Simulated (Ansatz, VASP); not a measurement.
# Two plane-wave programs on Ir

INCAR

```
SYSTEM = Ir
  PREC = Accurate
  ENCUT = 600
  EDIFF = 1E-6
  ISMEAR = 0
  SIGMA = 0.1
  LREAL = .False.
  LASPH = .True.
  NELM = 80
  ALGO = Fast
  ISIF = 3
  LWAVE = .False.
  LCHARG = .False.
  GGA = PE
  IBRION = 2
  NSW = 80
  EDIFFG = -0.015
```

File KPOINTS:

```
Automatic mesh
0
Gamma
  8 8 8
  0 0 0
```

Contents of POSCAR:

```
Ir
1.0
    0.0000000000      3.8706450149     -3.8706450149
   -3.8706450149      0.0000000000     -3.8706450149
   -3.8706450149      3.8706450149      0.0000000000
Ir
8
Direct
    0.5000000000      0.5000000000      0.0000000000
    0.0000000000      0.5000000000      0.0000000000
    0.5000000000      0.0000000000      0.0000000000
    0.0000000000      0.0000000000      0.0000000000
    0.5000000000      0.5000000000      0.5000000000
    0.0000000000      0.5000000000      0.5000000000
    0.5000000000      0.0000000000      0.5000000000
    0.0000000000      0.0000000000      0.5000000000
```

Input for Ansatz:

```yaml
crystal:
  lattice:
    - [0.0, 3.8706450149, -3.8706450149]
    - [-3.8706450149, 0.0, -3.8706450149]
    - [-3.8706450149, 3.8706450149, 0.0]
  atoms:
    - { symbol: Ir, position: [0.5, 0.5, 0.0] }
    - { symbol: Ir, position: [0.0, 0.5, 0.0] }
    - { symbol: Ir, position: [0.5, 0.0, 0.0] }
    - { symbol: Ir, position: [0.0, 0.0, 0.0] }
    - { symbol: Ir, position: [0.5, 0.5, 0.5] }
    - { symbol: Ir, position: [0.0, 0.5, 0.5] }
    - { symbol: Ir, position: [0.5, 0.0, 0.5] }
    - { symbol: Ir, position: [0.0, 0.0, 0.5] }
basis:
  ecutwfc: 420
kpoints:
  mp_grid: { grid: [8, 8, 8] }
hamiltonian:
  xc: pbe
scf:
  occupations: { method: gaussian, width: 0.1 }
output:
  forces: true
  stress: true
  eigenvalues: true
relax:
  adjacent_minimum: "off"
  f_tol: 0.015
  max_steps: 60
  cell: { stress_tol: 0.15 }
```

Alike in both runs: task relaxation of cell and atoms; functional PBE; k mesh 8 × 8 × 8; occupations gaussian, width 0.1 eV; no spin polarisation.

|  | VASP | Ansatz |
| --- | --- | --- |
| version | VASP 6.6.1 | Ansatz 0.2.0 |
| potentials or method | VASP PAW PBE potentials, release 64 (Ir), cutoff 600 eV | scalar-relativistic, plane waves, PAW |
| valence electrons in the cell | 72 | 136 |

Ansatz gave:

```
gap on the k mesh at the Fermi level, each at its own relaxed structure (eV) : none
relaxed volume (Å³/atom)                                                     : 14.51
relaxed length of the cell vector where the two differ most in proportion (Å)              : 5.475
```

Q: Estimate VASP's values.

A: gap on the k mesh at the Fermi level, each at its own relaxed structure (eV): none; relaxed volume (Å³/atom): 14.53; relaxed length of the cell vector where the two differ most in proportion (Å): 5.478.

A gap of «none» marks a metal or a gap that the smearing closes. VASP's potentials hold 72 valence electrons a cell and Ansatz's 136, so a difference there can come from the potentials and not from the codes.

Neither program's run includes spin-orbit coupling.
